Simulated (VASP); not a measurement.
# Ag4C in VASP: single point with PBEsol

Aim: the single point of Ag4C with PBEsol.

Everything below comes from runs of VASP 6.6.1. Logs are shortened: lines on timing, memory, paths and dates and some standing lists are left out, and cuts for length are marked.

### 1 The cell of the first run

The cell holds a slab with vacuum, 5 atoms: a = 2.867 Å, b = 2.867 Å, c = 25.082 Å, α = 90.00°, β = 90.00°, γ = 90.00°.

### 2 Single point, PBEsol

The input, INCAR:

```
SYSTEM = Ag4C
ALGO     = Normal         ! electronic algorithm
DIPOL    = 0.5 0.5 0.497
EDIFF    = 1E-7           ! SCF threshold, eV
ENCUT    = 520            ! plane-wave cutoff, eV
GGA      = PS             ! functional
IDIPOL   = 3            
ISIF     = 2              ! what is computed and relaxed
ISMEAR   = 0              ! smearing method
LASPH    = .TRUE.         ! aspherical terms in the spheres
LCHARG   = .FALSE.        ! write CHGCAR
LDIPOL   = .TRUE.       
LREAL    = .FALSE.        ! projectors in reciprocal space
LWAVE    = .FALSE.        ! write WAVECAR
NBANDS   = 32             ! bands
NELM     = 60             ! most SCF steps
PREC     = Accurate       ! precision mode
SIGMA    = 0.1            ! smearing width, eV
```

The input, KPOINTS:

```
k-points
0
G
  10 10 1
  0 0 0
```

The input, POSCAR:

```
Ag4C
1.0
    2.8669036820      0.0000000000      0.0000000000
    0.0000000000      2.8669036820      0.0000000000
    0.0000000000      0.0000000000     25.0816211037
Ag C
4 1
Direct
    0.5000000000      0.5000000000      0.3388935654
    0.0000000000      0.0000000000      0.4197179677
    0.5000000000      0.5000000000      0.5002850400
    0.0000000000      0.0000000000      0.5827749548
    0.0000000000      0.5000000000      0.6412694470
```

Potentials or basis: VASP PAW PBE potentials, release 64 (Ag, C).

On the command line:

```console
cat potpaw_PBE.64/Ag/POTCAR potpaw_PBE.64/C/POTCAR > POTCAR
mpirun -np 1 vasp_std > vasp.out
```

OUTCAR:

```text
SYSTEM = Ag4C
   EDIFF = 1E-7
   ENCUT = 520
   GGA = PS
   ISIF = 2
   ISMEAR = 0
   LASPH = .TRUE.
   LREAL = .FALSE.
   NELM = 60
   PREC = Accurate

 ion  position               nearest neighbor table
   1  0.500  0.500  0.339-   2 2.87   2 2.87   2 2.87   2 2.87
   2  0.000  0.000  0.420-   3 2.86   3 2.86   3 2.86   3 2.86   1 2.87   1 2.87   1 2.87   1 2.87

   3  0.500  0.500  0.500-   2 2.86   2 2.86   2 2.86   2 2.86   4 2.90   4 2.90   4 2.90   4 2.90

   4  0.000  0.000  0.583-   5 2.05   5 2.05   3 2.90   3 2.90   3 2.90   3 2.90
   5  0.000  0.500  0.641-   4 2.05   4 2.05

  LATTYP: Found a simple tetragonal cell.
 ALAT       =     2.8669036820
 C/A-ratio  =     8.7486793718

  Lattice vectors:

 A1 = (   2.8669036820,   0.0000000000,   0.0000000000)
 A2 = (   0.0000000000,   2.8669036820,   0.0000000000)
 A3 = (   0.0000000000,   0.0000000000,  25.0816211037)

Analysis of symmetry for initial positions (statically):
=====================================================================
 Subroutine PRICEL returns:
 Original cell was already a primitive cell.

 Routine SETGRP: Setting up the symmetry group for a
 simple tetragonal supercell.

 Subroutine GETGRP returns: Found  4 space group operations
 (whereof  4 operations were pure point group operations)
 out of a pool of 16 trial point group operations.

The static configuration has the point symmetry C_2v.

Analysis of symmetry for dynamics (positions and initial velocities):
=====================================================================
 Subroutine PRICEL returns:
 Original cell was already a primitive cell.

 Routine SETGRP: Setting up the symmetry group for a
 simple tetragonal supercell.

 Subroutine GETGRP returns: Found  4 space group operations
 (whereof  4 operations were pure point group operations)
 out of a pool of 16 trial point group operations.

The dynamic configuration has the point symmetry C_2v.

 Subroutine INISYM returns: Found  4 space group operations
 (whereof  4 operations are pure point group operations),
 and found     1 'primitive' translations

----------------------------------------------------------------------------------------

                                     Primitive cell

  volume of cell :     206.1493

  direct lattice vectors                    reciprocal lattice vectors
     2.866903682  0.000000000  0.000000000     0.348808370  0.000000000  0.000000000
     0.000000000  2.866903682  0.000000000     0.000000000  0.348808370  0.000000000
     0.000000000  0.000000000 25.081621104     0.000000000  0.000000000  0.039869831

  length of vectors
     2.866903682  2.866903682 25.081621104     0.348808370  0.348808370  0.039869831

  position of ions in fractional coordinates (direct lattice)
     0.500000000  0.500000000  0.338893565
     0.000000000  0.000000000  0.419717968
     0.500000000  0.500000000  0.500285040
     0.000000000  0.000000000  0.582774955
     0.000000000  0.500000000  0.641269447

  ion indices of the primitive-cell ions
   primitive index   ion index
                 1           1
                 2           2
                 3           3
                 4           4
                 5           5

----------------------------------------------------------------------------------------

 KPOINTS: k-points

Automatic generation of k-mesh.
 Grid dimensions read from file:
 generate k-points for:   10   10    1

 Generating k-lattice:

  Cartesian coordinates                     Fractional coordinates (reciprocal lattice)
     0.034880837  0.000000000  0.000000000     0.100000000  0.000000000  0.000000000
     0.000000000  0.034880837  0.000000000     0.000000000  0.100000000  0.000000000
     0.000000000  0.000000000  0.039869831     0.000000000  0.000000000  1.000000000

  Length of vectors
     0.034880837  0.034880837  0.039869831

  Shift w.r.t. Gamma in fractional coordinates (k-lattice)
     0.000000000  0.000000000  0.000000000

 Subroutine IBZKPT returns following result:
 ===========================================

 Found     36 irreducible k-points:

 Following reciprocal coordinates:
            Coordinates               Weight
  0.000000  0.000000  0.000000      1.000000
  0.100000  0.000000  0.000000      2.000000
  0.000000  0.100000  0.000000      2.000000
  0.200000  0.000000  0.000000      2.000000
  0.000000  0.200000  0.000000      2.000000
  0.300000  0.000000  0.000000      2.000000
[... 16 lines left out ...]
 -0.200000  0.300000  0.000000      4.000000
  0.400000  0.200000  0.000000      4.000000
 [... further k-points ...]
   k-points           NKPTS =     36   k-points in BZ     NKDIM =     36   number of bands    NBANDS=     32
   number of dos      NEDOS =    301   number of ions     NIONS =      5
   total plane-waves  NPLWV = 110592
   dimension x,y,z NGX =    24 NGY =   24 NGZ =  192
   dimension x,y,z NGXF=    48 NGYF=   48 NGZF=  384
   ions per type =               4   1
   NGX,Y,Z   is equivalent  to a cutoff of  13.92, 13.92, 12.73 a.u.
   NGXF,Y,Z  is equivalent  to a cutoff of  27.83, 27.83, 25.45 a.u.
 SYSTEM =  Ag4C
   PREC   = accura    normal or accurate (medium, high low for compatibility)
   ISTART =      0    job   : 0-new  1-cont  2-samecut
   ICHARG =      2    charge: 1-file 2-atom 10-const
   ISPIN  =      1    spin polarized calculation?
   LNONCOLLINEAR =      F non collinear calculations
   LSORBIT =      F    spin-orbit coupling
   LASPH  =      T    aspherical Exc in radial PAW
   ENCUT  =  520.0 eV  38.22 Ry    6.18 a.u.   5.33  5.33 46.64*2*pi/ulx,y,z
   NELM   =     60;   NELMIN=  2; NELMDL= -5     # of ELM steps
   EDIFF  = 0.1E-06   stopping-criterion for ELM
   LREAL  =      F    real-space projection
   EDIFFG = 0.1E-05   stopping-criterion for IOM
   NSW    =      0    number of steps for IOM
   IBRION =     -1    ionic relax: 0-MD 1-quasi-New 2-CG
   NFREE  =      0    steps in history (QN), initial steepest desc. (CG)
   ISIF   =      2    stress and relaxation
   ISYM   =      2    0-nonsym 1-usesym 2-fastsym
   POTIM  = 0.5000    time-step for ionic-motion
   TEBEG  =    0.0;   TEEND  =   0.0 temperature during run
   PSTRESS=    0.0 pullay stress
   NELECT =      48.0000    total number of electrons
   NUPDOWN=      -1.0000    fix difference up-down
   EMIN   =  10.00;   EMAX   =-10.00  energy-range for DOS
   EFERMI =   0.00;   METHOD = LEGACY
   ISMEAR =     0;   SIGMA  =   0.10  broadening in eV -4-tet -1-fermi 0-gaus
   EFERMI_NEDOS =   21; number of points for ismear=-14 and -15
   IALGO  =     38    algorithm
   IMIX   =      4    mixing-type and parameters
     AMIX     =   0.40;   BMIX     =  1.00
     AMIX_MAG =   1.60;   BMIX_MAG =  1.00
  volume/ion in A,a.u.               =      41.23       278.23
  Fermi-wavevector in a.u.,A,eV,Ry     =   1.007151  1.903240 13.801116  1.014353
  Thomas-Fermi vector in A             =   2.139938
   LORBIT       =      0    0 simple, 1 ext, 2 COOP (PROOUT), +10 PAW based schemes
   GGA     = PS    functional components
   LHFCALC =     F    Hartree Fock is set to
   AEXX    =    0.0000 exact exchange contribution
   IVDW    =     0    specifies the selected vdW correction
   LEPSILON=     F    determine dielectric tensor
   LRPA    =     F    only Hartree local field effects (RPA)
 non-spin polarized calculation
 Gauss-broadening in eV      SIGMA  =   0.10
  energy-cutoff  :      520.00
  volume of cell :      206.15
 maximum number of plane-waves:      5593
 NGX is ok and might be reduce to    24
   NGX = 11   NGY = 11   NGZ = 93

 dipolmoment           0.000000      0.000000     -0.181276 electrons x Angstroem

 number of electron      47.9999991 magnetization

 dipolmoment           0.000000      0.000000      0.100917 electrons x Angstroem

 Free energy of the ion-electron system (eV)
  ---------------------------------------------------
  ext. energy  EPLUGINS =         0.00000000
  ---------------------------------------------------
  free energy    TOTEN  =       -16.56913423 eV

  energy without entropy =      -16.55330709  energy(sigma->0) =      -16.56122066

 E-fermi :  -0.5627     XC(G=0):  -5.2458

 val. band max:       -0.5693189242   @ k =   0.5000   0.2000   0.0000
 cond. band min:      -0.5612846668   @ k =   0.1000   0.1000   0.0000
 fundamental gap:      0.0080342575
 Fermi energy:        -0.5626695413

 k-point     1 :       0.0000    0.0000    0.0000
  band No.  band energies     occupation
      1     -11.8382      2.00000
      2      -7.9147      2.00000
      3      -7.3215      2.00000
      4      -7.0049      2.00000
      5      -6.8045      2.00000
      6      -6.6199      2.00000
[... 24 lines left out ...]
     31       5.8427      0.00000
     32       6.8292      0.00000

 k-point     2 :       0.1000    0.0000    0.0000
  band No.  band energies     occupation
      1     -11.7436      2.00000
      2      -7.7288      2.00000
      3      -7.2751      2.00000
      4      -6.8440      2.00000
      5      -6.7119      2.00000
      6      -6.4966      2.00000
[... 24 lines left out ...]
     31       6.0188      0.00000
     32       6.9601      0.00000
[... 733 lines left out ...]
     31       6.4864      0.00000
     32       7.3252      0.00000

 k-point    24 :       0.4000    0.2000    0.0000
  band No.  band energies     occupation
      1     -10.5274      2.00000
      2      -6.8264      2.00000
      3      -6.6925      2.00000
      4      -6.4997      2.00000
      5      -6.4587      2.00000
      6      -6.2129      2.00000
[... 24 lines left out ...]
     31       6.1138      0.00000
     32       7.3122      0.00000

 [... further k-points ...]

------------------------ aborting loop because EDIFF is reached ----------------------------------------

 vacuum level on the upper side and lower side of the slab       (xc-potential included)         1.051        -1.118

  FORCE on cell =-STRESS in cart. coord.  units (eV):
  Direction    XX          YY          ZZ          XY          YZ          ZX
  --------------------------------------------------------------------------------------
  -------------------------------------------------------------------------------------
  Total       -2.7907119      0.3024455     -0.2834240      0.0000000      0.0000000      0.0000000
  in kB      -21.6892120      2.3505849     -2.2027512      0.0000000      0.0000000      0.0000000
  external PRESSURE =      -7.1804594 kB  Pullay stress =       0.0000000 kB

 VOLUME and BASIS-vectors are now :
 -----------------------------------------------------------------------------
  energy-cutoff  :      520.00
  volume of cell :      206.15
      direct lattice vectors                 reciprocal lattice vectors
     2.866903682  0.000000000  0.000000000     0.348808370  0.000000000  0.000000000
     0.000000000  2.866903682  0.000000000     0.000000000  0.348808370  0.000000000
     0.000000000  0.000000000 25.081621104     0.000000000  0.000000000  0.039869831

 POSITION                                       TOTAL-FORCE (eV/Angst)
 -----------------------------------------------------------------------------------
      1.43345      1.43345      8.50000         0.000000      0.000000      0.127849
      0.00000      0.00000     10.52721         0.000000      0.000000     -0.129618
      1.43345      1.43345     12.54796         0.000000      0.000000      0.001161
      0.00000      0.00000     14.61694         0.000000      0.000000     -0.008998
      0.00000      1.43345     16.08408         0.000000      0.000000      0.009607
 -----------------------------------------------------------------------------------
    total drift:                                0.000000     -0.000000     -0.000480

  FREE ENERGIE OF THE ION-ELECTRON SYSTEM (eV)
  ---------------------------------------------------
  free  energy   TOTEN  =       -16.5691342340 eV

  energy  without entropy=      -16.5533070887  energy(sigma->0) =      -16.56122066

 vacuum level on the upper side and lower side of the slab         6.085         3.863
```

Wall time 4.4 min (1 thread of AMD EPYC 9R45 (Zen 5), shared host); peak memory 0.41 GiB.

Results:

* Free energy: -16.5691 eV
* Largest force: 0.130 eV/Å
* Band gap on the k mesh: zero (bands 24 and 25 overlap by 1.12 eV)

Forces on the atoms (eV/Å):
```
Ag   0.000  0.000  0.128
Ag   0.000  0.000 -0.130
Ag   0.000  0.000  0.001
Ag   0.000  0.000 -0.009
C    0.000  0.000  0.010
```

Levels at points of the mesh, in eV from the Fermi level:
```
           k point  band 20  band 21  band 22  band 23  band 24  band 25  band 26  band 27  band 28  band 29
(0.00, 0.00, 0.00)    -3.19    -2.91    -2.91    -2.90    -2.38    -0.33     1.02     2.28     2.74     4.42
(0.50, 0.00, 0.00)    -3.09    -3.01    -2.28    -0.70    -0.40     0.14     0.64     1.91     3.09     3.20
(0.00, 0.50, 0.00)    -3.05    -3.01    -2.44    -1.02    -0.64    -0.40     0.14     2.88     2.94     4.18
(0.50, 0.50, 0.00)    -2.66    -2.41    -0.59    -0.38     0.50     2.30     2.99     4.21     5.60     6.59
```

Caveat: the PAW data sets were made with another functional, which shifts forces and pressure a little.
